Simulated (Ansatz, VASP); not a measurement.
## Au in VASP and in Ansatz

```
Au
1.0
     0.00000    2.10686    1.98413
     2.10686    0.00000    1.98413
     2.10686    2.10686    0.00000
Au
1
Direct
  0.00000 0.00000 0.00000
```

Change from the starting cell: strain +0.030 along x and y, -0.030 along z, atoms carried along.

Alike in both runs: task single point; functional LDA; k mesh 20 × 20 × 20; occupations gaussian, width 0.15 eV; no spin polarisation.

|  | VASP | Ansatz |
| --- | --- | --- |
| version | VASP 6.6.1 | Ansatz 0.2.0 |
| potentials or method | VASP PAW LDA potentials, release 64 (Au), cutoff 520 eV | scalar-relativistic, plane waves, PAW |
| valence electrons in the cell | 11 | 19 |

VASP gave:

| Property | Result |
| --- | --- |
| gap on the k mesh at the Fermi level (eV) | none |
| pressure (GPa) | -9.3 |
| traceless stress, the component that is largest in VASP (GPa) | 0.87 |

Question: Which values does Ansatz return?

Answer: gap on the k mesh at the Fermi level (eV): none; pressure (GPa): -9.8; traceless stress, the component that is largest in VASP (GPa): 0.82.

LDA's correlation is that of Perdew and Zunger in VASP and of Perdew and Wang (1992) in Ansatz. A gap of «none» marks a metal or a gap that the smearing closes. VASP's potentials hold 11 valence electrons a cell and Ansatz's 19, so a difference there can come from the potentials and not from the codes.

Neither program's run includes spin-orbit coupling.
